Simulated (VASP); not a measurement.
Wanted: the native input for a VASP 6.6.1 run.

```
Task                   : single point
Functional             : PBE
Potentials or basis    : VASP PAW PBE potentials, release 64 (Al, N)
Cutoff                 : 520 eV
k mesh                 : 6 × 6 × 6
Occupations            : gaussian, width 0.01 eV
Spin                   : no spin polarisation
Dipole correction      : no
Further INCAR settings : ALGO = Normal; EDIFF = 1e-06; NBANDS = 11
```

The structure of AlN lies in POSCAR:

```
AlN
1.0
    0.0000000000      2.0840377935      2.0840377935
    2.0840377935      0.0000000000      2.0840377935
    2.0840377935      2.0840377935      0.0000000000
Al N
1 1
Direct
    0.0000000000      0.0000000000      0.0000000000
    0.5000000000      0.5000000000      0.5000000000
```

This cell differs from its parent crystal: volume changed by +10%.

These files were run (other wordings do the same):

INCAR

```
SYSTEM = AlN
PREC = Accurate
ENCUT = 520
EDIFF = 1E-6
ISMEAR = 0
SIGMA = 0.01
LREAL = .FALSE.
LASPH = .TRUE.
NELM = 60
ALGO = Normal
ISIF = 2
LWAVE = .FALSE.
LCHARG = .FALSE.
GGA = PE
NBANDS = 11
```

KPOINTS

```
regular mesh
0
G
  6 6 6
  0 0 0
```

Potentials or basis: VASP PAW PBE potentials, release 64 (Al, N).

Launch:

```console
$ cat potpaw_PBE.64/Al/POTCAR potpaw_PBE.64/N/POTCAR > POTCAR
$ mpirun -np 1 vasp_std > vasp.out
```

Results of the run:

```
Pressure               : -15.7 GPa
Band gap on the k mesh : 3.76 eV, indirect (least direct gap 4.42 eV)
```

Caveat: the k points lie up to 0.44 Å⁻¹ apart.

Wall time 6 s on 1 thread of Intel Xeon 6975P-C, with other jobs on the host, peak memory 0.13 GiB.
